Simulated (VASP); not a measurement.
Set up this calculation in VASP 6.6.1, as the native input.

* Task: single point
* Functional: PBE
* Potentials or basis: VASP PAW PBE potentials, release 64 (Zn, Ir, C, N)
* Cutoff: 520 eV
* k mesh: 4 × 4 × 4
* Occupations: gaussian, width 0.1 eV
* Spin: collinear spin
* Starting moments: [0.0, 1.0, 0.0, 0.0, 0.0, 0.0, 0.0, 0.0, 0.0, 0.0] μB
* Dipole correction: no
* Further INCAR settings: ALGO = Normal; EDIFF = 1e-06; NBANDS = 44

The structure of ZnIrC4N4 lies in POSCAR:

```
ZnIrC4N4
1.0
    5.8826218900      0.0000000000      0.0000000000
    0.0000000000      5.8826218900      0.0000000000
    0.0000000000      0.0000000000      5.8826218900
Zn Ir C N
1 1 4 4
Direct
    0.5000000000      0.5000000000      0.5000000000
    0.0000000000      0.0000000000      0.0000000000
    0.1881440800      0.1881440800      0.1881440800
    0.1881440800      0.8118559200      0.8118559200
    0.8118559200      0.1881440800      0.8118559200
    0.8118559200      0.8118559200      0.1881440800
    0.3029738000      0.3029738000      0.3029738000
    0.3029738000      0.6970262000      0.6970262000
    0.6970262000      0.3029738000      0.6970262000
    0.6970262000      0.6970262000      0.3029738000
```

One way to write it, as run:

INCAR

```
SYSTEM = ZnIrC4N4
PREC = Accurate
ENCUT = 520
EDIFF = 1E-6
ISMEAR = 0
SIGMA = 0.1
LREAL = .FALSE.
LASPH = .TRUE.
NELM = 150
ALGO = Normal
ISIF = 2
LWAVE = .FALSE.
LCHARG = .FALSE.
ISPIN = 2
MAGMOM = 0 1 0 0 0 0 0 0 0 0
LORBIT = 11
LMAXMIX = 4
GGA = PE
NBANDS = 44
```

KPOINTS

```
Automatic mesh
0
G
  4 4 4
  0 0 0
```

Potentials or basis: VASP PAW PBE potentials, release 64 (Zn, Ir, C, N).

The run is started by

```sh
$ cat potpaw_PBE.64/Zn/POTCAR potpaw_PBE.64/Ir/POTCAR potpaw_PBE.64/C/POTCAR potpaw_PBE.64/N/POTCAR > POTCAR
$ mpirun -np 1 vasp_std > vasp.out
```

It gave:

```json
{"Pressure": "2.6 GPa", "Largest force": "1.372 eV/Å", "Band gap on the k mesh": "0.38 eV (least direct gap 0.65 eV)", "Net moment": "3.00 μB per cell", "Site moments": "Zn +0.02; Ir +1.37; C +0.04; N +0.15 μB", "Valence electrons inside the program's atomic spheres": "Zn 10.75; Ir 8.90; C 2.61; N 3.88"}
```

Caveat: spin-orbit coupling is left out, which moves the levels of the heavy elements; forces of over 1 eV/Å act on the atoms, so gaps and moduli don't describe the material at rest.

Wall time 3.5 min on 1 thread of Intel(R) Xeon(R) Platinum 8259CL CPU @ 2.50GHz (Skylake/Cascade Lake), on a shared host, peak memory 0.49 GiB.
